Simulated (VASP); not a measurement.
A run of VASP 6.6.1 is set up as follows.

Contents of POSCAR:

```
WS2
1.0
    3.0220406321      0.0000000000      0.0000000000
   -1.5110203161      2.6171639587      0.0000000000
    0.0000000000      0.0000000000     16.5269715034
W S
1 2
Direct
    0.3333333333      0.6666666667      0.0000000000
    0.6666666667      0.3333333333      0.9080224902
    0.6666666667      0.3333333333      0.0919775098
```

File INCAR.step1:

```
SYSTEM = WS2
  PREC = Accurate
  ENCUT = 520
  ISMEAR = 0
  SIGMA = 0.05
  LREAL = .FALSE.
  LASPH = .TRUE.
  NELM = 100
  NBANDS = 20
  GGA = PE
  ALGO = Normal
  EDIFF = 1E-4
  LWAVE = .TRUE.
  LCHARG = .FALSE.
```

The input INCAR.step2:

```
SYSTEM = WS2
  PREC = Accurate
  ENCUT = 520
  EDIFF = 1E-6
  ISMEAR = 0
  SIGMA = 0.05
  LREAL = .FALSE.
  LASPH = .TRUE.
  NELM = 100
  ALGO = Normal
  ISIF = 2
  LWAVE = .FALSE.
  LCHARG = .FALSE.
  METAGGA = R2SCAN
  LMIXTAU = .TRUE.
  NBANDS = 20
  ISTART = 1
```

The input KPOINTS:

```
regular mesh
0
G
  12 12 2
  0 0 0
```

Potentials or basis: VASP PAW PBE potentials, release 64 (W_sv, S).

Launch:

```bash
$ cat potpaw_PBE.64/W_sv/POTCAR potpaw_PBE.64/S/POTCAR > POTCAR
$ cp INCAR.step1 INCAR
$ mpirun -np 1 vasp_std > vasp.out
$ cp INCAR.step2 INCAR
$ mpirun -np 1 vasp_std > vasp.out
```

Estimate the band gap on the k mesh.

2.35 eV (least direct gap 2.47 eV).

Predict the largest force.

2.415 eV/Å.

Forces on the atoms (eV/Å):
```
W    0.000  0.000  0.000
S    0.000  0.000 -2.415
S    0.000  0.000  2.415
```

Caveat: the cell differs from its parent crystal (strain -0.050 along x and y, -0.025 along z); the PAW data sets were made with another functional, which shifts forces and pressure a little; spin-orbit coupling is left out, which moves the levels of the heavy elements.
